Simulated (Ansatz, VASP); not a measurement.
TiTe2 in VASP and in Ansatz

File INCAR:

```
SYSTEM = TiTe2
PREC     = Accurate       ! precision mode
ENCUT    = 600            ! plane-wave cutoff, eV
EDIFF    = 1E-7           ! SCF threshold, eV
ISMEAR   = -1             ! smearing method
SIGMA    = 0.05           ! smearing width, eV
LREAL    = .False.        ! projectors in reciprocal space
LASPH    = .True.         ! aspherical terms in the spheres
NELM     = 60             ! most SCF steps
ALGO     = Normal         ! electronic algorithm
ISIF     = 3              ! what is computed and relaxed
LWAVE    = .False.        ! write WAVECAR
LCHARG   = .False.        ! write CHGCAR
GGA      = RE             ! functional
IVDW     = 13             ! dispersion correction
IBRION   = 2              ! ionic algorithm
NSW      = 60             ! ionic steps
EDIFFG   = -0.01          ! ionic threshold
```

The input KPOINTS:

```
Automatic mesh
0
Gamma
  8 8 4
  0 0 0
```

File POSCAR:

```
TiTe2
1.0
    3.7770000000      0.0000000000      0.0000000000
   -1.8885000000      3.2709779501      0.0000000000
    0.0000000000      0.0000000000      6.4980000000
Te Ti
2 1
Direct
    0.3333333333      0.6666666667      0.7372000000
    0.6666666667      0.3333333333      0.2628000000
    0.0000000000      0.0000000000      0.0000000000
```

File input.yaml:

```yaml
crystal:
  lattice:
    - [3.777, 0.0, 0.0]
    - [-1.8885, 3.2709779501, 0.0]
    - [0.0, 0.0, 6.498]
  atoms:
    - { symbol: Te, position: [0.3333333333, 0.6666666667, 0.7372] }
    - { symbol: Te, position: [0.6666666667, 0.3333333333, 0.2628] }
    - { symbol: Ti, position: [0.0, 0.0, 0.0] }
hamiltonian:
  xc: revpbe
  pseudopotentials: { kind: paw }
  dispersion: d4
kpoints:
  mp_grid: { grid: [8, 8, 4] }
scf:
  occupations: { method: fermi_dirac, width: 0.05 }
output:
  forces: true
  stress: true
relax:
  f_tol: 0.01
  max_steps: 40
  cell: { stress_tol: 0.05 }
```

Alike in both runs: task relaxation of cell and atoms; functional revPBE; dispersion D4; k mesh 8 × 8 × 4; occupations fermi-dirac, width 0.05 eV; no spin polarisation.

|  | VASP | Ansatz |
| --- | --- | --- |
| version | VASP 6.6.1 | Ansatz 0.2.0 |
| potentials or method | VASP PAW PBE potentials, release 64 (Te, Ti_sv) | Ansatz PAW |
| plane-wave cutoff (eV) | 600 | 420 |
| valence electrons in the cell | 24 | 44 |

VASP gave:

```
relaxed volume (Å³/atom)                                                      : 25.44
relaxed length of the cell vector where the two differ most in proportion (Å) : 6.366
```

Estimate Ansatz's values.

relaxed volume (Å³/atom): 25.49; relaxed length of the cell vector where the two differ most in proportion (Å): 6.376.

VASP's potentials were made for PBE, not for revPBE. VASP's potentials hold 24 valence electrons a cell and Ansatz's 44, so a difference there can come from the potentials and not from the codes.

Spin-orbit coupling is off throughout. Noted on Ansatz's run: the plane-wave basis is chosen anew once the cell has moved, so the energies of steps on either side of that aren't comparable.
